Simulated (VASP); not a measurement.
# FeO (P1) in VASP: single point with PBE+U

Aim: the single point of FeO with PBE+U.

All numbers are computed with VASP 6.6.1; they aren't measurements. Logs are shortened: lines on timing, memory, paths and dates and some standing lists are left out, and cuts for length are marked.

## Step 1: The cell of the first run

The typed cell holds 4 atoms: a = 5.303 Å, b = 5.303 Å, c = 5.303 Å, α = 33.56°, β = 33.56°, γ = 33.56°.

## Step 2: Single point, PBE+U, collinear spin, antiferromagnetic start

File INCAR:

```
SYSTEM = FeO
ALGO = Normal
EDIFF = 1E-6
ENCUT = 600
GGA = PE
GGA_COMPAT = .FALSE.
ISIF = 2
ISMEAR = -1
ISPIN = 2
LASPH = .TRUE.
LCHARG = .FALSE.
LDAU = .TRUE.
LDAUJ = 0 0
LDAUL = 2 -1
LDAUPRINT = 1
LDAUTYPE = 2
LDAUU = 4 0
LMAXMIX = 4
LORBIT = 11
LREAL = .FALSE.
LWAVE = .FALSE.
MAGMOM = 3.7 -3.7 0 0
NBANDS = 26
NELM = 200
PREC = Accurate
SIGMA = 0.1
```

File KPOINTS:

```
k-points
0
G
  1 1 1
  0 0 0
```

File POSCAR:

```
FeO
1.0
    4.3300000000      2.1650000000      2.1650000000
    2.1650000000      4.3300000000      2.1650000000
    2.1650000000      2.1650000000      4.3300000000
Fe O
2 2
Direct
    0.0000000000      0.0000000000      0.0000000000
    0.5000000000      0.5000000000      0.5000000000
    0.2451000000      0.2428000000      0.2474000000
    0.7533000000      0.7515000000      0.7477000000
```

Potentials or basis: VASP PAW PBE potentials, release 64 (Fe, O).

Started as:

```
$ cat potpaw_PBE.64/Fe/POTCAR potpaw_PBE.64/O/POTCAR > POTCAR
$ mpirun -np 1 vasp_gam > vasp.out
```

OUTCAR:

```text
SYSTEM = FeO
   EDIFF = 1E-6
   ENCUT = 600
   GGA = PE
   ISIF = 2
   ISMEAR = -1
   ISPIN = 2
   LASPH = .TRUE.
   LORBIT = 11
   LREAL = .FALSE.
   NELM = 200
   PREC = Accurate

 ion  position               nearest neighbor table
   1  0.000  0.000  0.000-   4 2.17   4 2.17   4 2.18   3 2.20   3 2.21   3 2.21   2 3.06   2 3.06
                             2 3.06   2 3.06   2 3.06   2 3.06
   2  0.500  0.500  0.500-   3 2.12   3 2.12   3 2.13   4 2.15   4 2.16   4 2.16   1 3.06   1 3.06
                             1 3.06   1 3.06   1 3.06   1 3.06
   3  0.245  0.243  0.247-   2 2.12   2 2.12   2 2.13   1 2.20   1 2.21   1 2.21
   4  0.753  0.752  0.748-   2 2.15   2 2.16   2 2.16   1 2.17   1 2.17   1 2.18

  LATTYP: Found a trigonal (rhomboedric) cell.
 ALAT       =     5.3031452931
 COS(alpha) =     0.8333333333

  Lattice vectors:

 A1 = (   4.3300000000,   2.1650000000,   2.1650000000)
 A2 = (   2.1650000000,   4.3300000000,   2.1650000000)
 A3 = (   2.1650000000,   2.1650000000,   4.3300000000)

Analysis of symmetry for initial positions (statically):
=====================================================================
 Subroutine PRICEL returns:
 Original cell was already a primitive cell.

 Routine SETGRP: Setting up the symmetry group for a
 trigonal (rhombohedral) supercell.

 Subroutine GETGRP returns: Found  1 space group operations
 (whereof  1 operations were pure point group operations)
 out of a pool of 12 trial point group operations.

The static configuration has the point symmetry C_1 .

Analysis of symmetry for dynamics (positions and initial velocities):
=====================================================================
 Subroutine PRICEL returns:
 Original cell was already a primitive cell.

 Routine SETGRP: Setting up the symmetry group for a
 trigonal (rhombohedral) supercell.

 Subroutine GETGRP returns: Found  1 space group operations
 (whereof  1 operations were pure point group operations)
 out of a pool of 12 trial point group operations.

The dynamic configuration has the point symmetry C_1 .

Analysis of structural, dynamic, and magnetic symmetry:
=====================================================================
 Subroutine PRICEL returns:
 Original cell was already a primitive cell.

 Routine SETGRP: Setting up the symmetry group for a
 trigonal (rhombohedral) supercell.

 Subroutine GETGRP returns: Found  1 space group operations
 (whereof  1 operations were pure point group operations)
 out of a pool of 12 trial point group operations.

The overall configuration has the point symmetry C_1 .

 Subroutine INISYM returns: Found  1 space group operations
 (whereof  1 operations are pure point group operations),
 and found     1 'primitive' translations

----------------------------------------------------------------------------------------

                                     Primitive cell

  volume of cell :      40.5914

  direct lattice vectors                    reciprocal lattice vectors
     4.330000000  2.165000000  2.165000000     0.346420323 -0.115473441 -0.115473441
     2.165000000  4.330000000  2.165000000    -0.115473441  0.346420323 -0.115473441
     2.165000000  2.165000000  4.330000000    -0.115473441 -0.115473441  0.346420323

  length of vectors
     5.303145293  5.303145293  5.303145293     0.382982077  0.382982077  0.382982077

  position of ions in fractional coordinates (direct lattice)
     0.000000000  0.000000000  0.000000000
     0.500000000  0.500000000  0.500000000
     0.245100000  0.242800000  0.247400000
     0.753300000  0.751500000  0.747700000

  ion indices of the primitive-cell ions
[... 123 lines left out ...]
  o =  0.9508  v = -0.5066 -0.6089  0.1419 -0.5937  0.0013  0.0000  0.0000  0.0000  0.0000  0.0000      0.0000  0.0000  0.0000  0.0000  0.0000  0.0000  0.0000  0.0000  0.0000  0.0000
  o =  0.9519  v =  0.0000  0.0000  0.0000  0.0000  0.0000 -0.6060 -0.5645  0.0228 -0.5600  0.0007      0.0000  0.0000  0.0000  0.0000  0.0000  0.0000  0.0000  0.0000  0.0000  0.0000
  o =  0.9572  v = -0.8600  0.3639 -0.0127  0.3575 -0.0013  0.0000  0.0000  0.0000  0.0000  0.0000      0.0000  0.0000  0.0000  0.0000  0.0000  0.0000  0.0000  0.0000  0.0000  0.0000
  o =  0.9606  v = -0.0009  0.5695  0.0111 -0.5793  0.5830  0.0000  0.0000  0.0000  0.0000  0.0000      0.0000  0.0000  0.0000  0.0000  0.0000  0.0000  0.0000  0.0000  0.0000  0.0000
  o =  0.9689  v = -0.0017  0.4048 -0.0176 -0.4197 -0.8122  0.0000  0.0000  0.0000  0.0000  0.0000      0.0000  0.0000  0.0000  0.0000  0.0000  0.0000  0.0000  0.0000  0.0000  0.0000
  o =  0.9758  v = -0.0615 -0.0928 -0.9896 -0.0887  0.0212  0.0000  0.0000  0.0000  0.0000  0.0000      0.0000  0.0000  0.0000  0.0000  0.0000  0.0000  0.0000  0.0000  0.0000  0.0000

atom =   2  type =  1  l = 2

 onsite density matrix

spin component  1

  0.0307  0.0085  0.0429  0.0106  0.0000
  0.0085  0.4798 -0.0430 -0.4361 -0.0990
  0.0429 -0.0430  0.2116 -0.0415  0.0015
  0.0106 -0.4361 -0.0415  0.5041  0.1033
  0.0000 -0.0990  0.0015  0.1033  0.3185

spin component  2

  0.9591  0.0055 -0.0081  0.0056  0.0001
  0.0055  0.9594  0.0028  0.0086 -0.0042
 -0.0081  0.0028  0.9602  0.0027  0.0002
  0.0056  0.0086  0.0027  0.9592  0.0043
  0.0001 -0.0042  0.0002  0.0043  0.9702

 occupancies and eigenvectors

  o =  0.0031  v =  0.7665 -0.3988 -0.3176 -0.3905  0.0041  0.0000  0.0000  0.0000  0.0000  0.0000      0.0000  0.0000  0.0000  0.0000  0.0000  0.0000  0.0000  0.0000  0.0000  0.0000
  o =  0.0565  v = -0.6179 -0.5565 -0.1281 -0.5404  0.0036  0.0000  0.0000  0.0000  0.0000  0.0000      0.0000  0.0000  0.0000  0.0000  0.0000  0.0000  0.0000  0.0000  0.0000  0.0000
  o =  0.2383  v = -0.1748  0.2135 -0.9393  0.2028  0.0202  0.0000  0.0000  0.0000  0.0000  0.0000      0.0000  0.0000  0.0000  0.0000  0.0000  0.0000  0.0000  0.0000  0.0000  0.0000
  o =  0.2866  v =  0.0023  0.1511  0.0211 -0.1567  0.9758  0.0000  0.0000  0.0000  0.0000  0.0000      0.0000  0.0000  0.0000  0.0000  0.0000  0.0000  0.0000  0.0000  0.0000  0.0000
  o =  0.9480  v =  0.0000  0.0000  0.0000  0.0000  0.0000  0.7056 -0.2763  0.5902 -0.2780 -0.0064      0.0000  0.0000  0.0000  0.0000  0.0000  0.0000  0.0000  0.0000  0.0000  0.0000
  o =  0.9490  v =  0.0000  0.0000  0.0000  0.0000  0.0000  0.0011  0.6765 -0.0041 -0.6845  0.2716      0.0000  0.0000  0.0000  0.0000  0.0000  0.0000  0.0000  0.0000  0.0000  0.0000
  o =  0.9602  v = -0.0018  0.6803 -0.0008 -0.6999 -0.2177  0.0000  0.0000  0.0000  0.0000  0.0000      0.0000  0.0000  0.0000  0.0000  0.0000  0.0000  0.0000  0.0000  0.0000  0.0000
  o =  0.9667  v =  0.0000  0.0000  0.0000  0.0000  0.0000 -0.4584  0.2797  0.8018  0.2612 -0.0241      0.0000  0.0000  0.0000  0.0000  0.0000  0.0000  0.0000  0.0000  0.0000  0.0000
  o =  0.9719  v =  0.0000  0.0000  0.0000  0.0000  0.0000  0.0368  0.2182 -0.0301 -0.1653 -0.9606      0.0000  0.0000  0.0000  0.0000  0.0000  0.0000  0.0000  0.0000  0.0000  0.0000
  o =  0.9726  v =  0.0000  0.0000  0.0000  0.0000  0.0000  0.5391  0.5833 -0.0888  0.5988  0.0529      0.0000  0.0000  0.0000  0.0000  0.0000  0.0000  0.0000  0.0000  0.0000  0.0000

 number of electron      28.0000000 magnetization       0.0000719

 Free energy of the ion-electron system (eV)
  ---------------------------------------------------
  ext. energy  EPLUGINS =         0.00000000
  ---------------------------------------------------
  free energy    TOTEN  =       -21.38604583 eV

  energy without entropy =      -21.38603707  energy(sigma->0) =      -21.38604145

 E-fermi :   5.7221     XC(G=0): -11.6930

 val. band max:        4.4366264553   @ k =   0.0000   0.0000   0.0000
 cond. band min:       7.0367108092   @ k =   0.0000   0.0000   0.0000
 fundamental gap:      2.6000843539
 Fermi energy:         5.7220897012

 spin component 1

 k-point     1 :       0.0000    0.0000    0.0000
  band No.  band energies     occupation
      1     -13.4821      1.00000
      2     -12.2430      1.00000
      3      -1.7009      1.00000
      4      -0.2438      1.00000
      5      -0.2145      1.00000
      6       0.9757      1.00000
[... 18 lines left out ...]
     25      22.3737      0.00000
     26      23.1175      0.00000
 Fermi energy:         5.7220897012

 spin component 2

 k-point     1 :       0.0000    0.0000    0.0000
  band No.  band energies     occupation
      1     -13.4933      1.00000
      2     -12.2502      1.00000
      3      -2.1363      1.00000
      4      -0.4300      1.00000
      5      -0.1309      1.00000
      6       0.5247      1.00000
[... 18 lines left out ...]
     25      22.3788      0.00000
     26      23.2886      0.00000

------------------------ aborting loop because EDIFF is reached ----------------------------------------

  FORCE on cell =-STRESS in cart. coord.  units (eV):
  Direction    XX          YY          ZZ          XY          YZ          ZX
  --------------------------------------------------------------------------------------
  -------------------------------------------------------------------------------------
  Total       -0.8662720     -0.8801455     -0.5603368     -0.5433427      0.9540267      1.0078711
  in kB      -34.1925255    -34.7401248    -22.1169888    -21.4462196     37.6562819     39.7815684
  external PRESSURE =     -30.3498797 kB  Pullay stress =       0.0000000 kB

 VOLUME and BASIS-vectors are now :
 -----------------------------------------------------------------------------
  energy-cutoff  :      600.00
  volume of cell :       40.59
      direct lattice vectors                 reciprocal lattice vectors
     4.330000000  2.165000000  2.165000000     0.346420323 -0.115473441 -0.115473441
     2.165000000  4.330000000  2.165000000    -0.115473441  0.346420323 -0.115473441
     2.165000000  2.165000000  4.330000000    -0.115473441 -0.115473441  0.346420323

 POSITION                                       TOTAL-FORCE (eV/Angst)
 -----------------------------------------------------------------------------------
      0.00000      0.00000      0.00000        -0.063126     -0.093517     -0.087938
      4.33000      4.33000      4.33000         0.083720      0.038246     -0.048187
      2.12257      2.11759      2.12755        -0.470458     -0.445578     -0.065327
      6.50756      6.50366      6.49543         0.449863      0.500849      0.201452
 -----------------------------------------------------------------------------------
    total drift:                                0.000062     -0.000040      0.000018

  FREE ENERGIE OF THE ION-ELECTRON SYSTEM (eV)
  ---------------------------------------------------
  free  energy   TOTEN  =       -21.3860458321 eV

  energy  without entropy=      -21.3860370685  energy(sigma->0) =      -21.38604145

 total charge

# of ion       s       p       d       tot
------------------------------------------
    1        0.311   0.146   6.337   6.794
    2        0.311   0.160   6.327   6.798
    3        1.423   3.672   0.000   5.094
    4        1.422   3.674   0.000   5.095
--------------------------------------------------
tot          3.466   7.652  12.664  23.782

 magnetization (x)

# of ion       s       p       d       tot
------------------------------------------
    1        0.026   0.009   3.262   3.297
    2       -0.034  -0.009  -3.260  -3.303
    3       -0.000  -0.039   0.000  -0.040
    4        0.001   0.038   0.000   0.039
--------------------------------------------------
tot         -0.007  -0.001   0.002  -0.006
```

It took 48 s on 1 thread of AMD EPYC 7R43 (Zen 3), shared host; peak memory 0.27 GiB.

What came out:

```
Free energy                                           : -21.3860 eV
Pressure                                              : -3.0 GPa
Largest force                                         : 0.703 eV/Å
Band gap on the k mesh                                : 2.60 eV
Net moment                                            : 0.00 μB per cell
Site moments                                          : Fe +3.30, -3.30; O -0.04, +0.04 μB
Valence electrons inside the program's atomic spheres : Fe 6.79, 6.80; O 5.09
```

Forces on the atoms (eV/Å):
```
Fe  -0.063 -0.094 -0.088
Fe   0.084  0.038 -0.048
O   -0.470 -0.446 -0.065
O    0.450  0.501  0.201
```

Eigenvalues of the final occupation matrices:
| site | spin | trace | eigenvalues |
| --- | --- | --- | --- |
| site 1 d | 1 | 4.81 | 0.95 0.96 0.96 0.97 0.98 |
| site 1 d | 2 | 1.55 | 0.00 0.00 0.28 0.31 0.95 |
| site 2 d | 1 | 1.54 | 0.00 0.06 0.24 0.29 0.96 |
| site 2 d | 2 | 4.81 | 0.95 0.95 0.97 0.97 0.97 |

Caveat: the k points lie up to 2.41 Å⁻¹ apart.
